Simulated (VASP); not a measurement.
Crystal: ZnO.

```
Zn O
1.0
     3.30974    0.00000    0.00000
    -1.65487    2.86632    0.00000
     0.00000    0.00000    7.17766
Zn O
2 2
Direct
  0.00000 0.00000 0.25000
  0.00000 0.00000 0.75000
  0.66667 0.33333 0.75000
  0.33333 0.66667 0.25000
```

Program: VASP 6.6.1. Alike in all runs: task single point; no spin polarisation; cell as given; k mesh 9 × 9 × 4; cutoff (eV) 520; smearing fermi-dirac 0.05 eV.

Problem. Order these runs on this cell by their pressure, lowest first.
A. level PBE; potentials or basis VASP PAW PBE potentials, release 64 (Zn, O)
B. level LDA; potentials or basis VASP PAW LDA potentials, release 64 (Zn, O)
C. level PBEsol; potentials or basis VASP PAW PBE potentials, release 64 (Zn, O)

Solution. B (-8.9 GPa), C (-5.4 GPa), A (-1.6 GPa).

Caveats: the PAW data sets were made with another functional, which shifts forces and pressure a little (some runs).
